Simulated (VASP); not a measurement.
Write the native input for VASP 6.6.1 that does the following.

| Property | Result |
| --- | --- |
| Task | single point |
| Functional | PBE |
| Potentials or basis | VASP PAW PBE potentials, release 64 (C) |
| Cutoff | 520 eV |
| k mesh | 6 × 6 × 1 |
| Occupations | gaussian, width 0.1 eV |
| Spin | no spin polarisation |
| Dipole correction | yes |
| Further INCAR settings | ALGO = Normal; EDIFF = 1e-06; NBANDS = 23; NELMDL = -8 |

The structure of C lies in POSCAR:

```
C
1.0
    4.9121060000      0.0000000000      0.0000000000
   -2.4560520000      4.2540080000      0.0000000000
    0.0000000000      0.0000000000     15.0000000000
C
7
Direct
    0.1666666700      0.8333333300      0.4982149200
    0.6666666700      0.3333333300      0.4982149200
    0.6666666700      0.8333333300      0.4982149200
    0.3333333300      0.1666666700      0.5017850800
    0.3333333300      0.6666666700      0.5017850800
    0.8333333300      0.1666666700      0.5017850800
    0.8333333300      0.6666666700      0.5017850800
```

One way to write it, as run:

INCAR

```
SYSTEM = C
  PREC = Accurate
  ENCUT = 520
  EDIFF = 1E-6
  ISMEAR = 0
  SIGMA = 0.1
  LREAL = .FALSE.
  LASPH = .TRUE.
  NELM = 120
  ALGO = Normal
  ISIF = 2
  LWAVE = .FALSE.
  LCHARG = .TRUE.
  LDIPOL = .TRUE.
  IDIPOL = 3
  DIPOL = 0.5 0.5 0.500
  GGA = PE
  LELF = .TRUE.
  LVHAR = .TRUE.
  LVACPOTAV = .TRUE.
  NBANDS = 23
  GGA_COMPAT = .FALSE.
  NELMDL = -8
```

KPOINTS

```
Automatic mesh
0
G
  6 6 1
  0 0 0
```

Potentials or basis: VASP PAW PBE potentials, release 64 (C).

Launch:

```bash
$ cat potpaw_PBE.64/C/POTCAR > POTCAR
$ mpirun -np 1 vasp_std > vasp.out
```

It gave:

```json
{
 "Largest force": "1.674 eV/Å",
 "Band gap on the k mesh": "zero (bands 14 and 15 overlap by 0.24 eV)"
}
```

Run time: 2.5 min on 1 thread of Intel(R) Xeon(R) Platinum 8375C CPU @ 2.90GHz (Ice Lake), with other jobs on the host, peak memory 0.4 GiB.
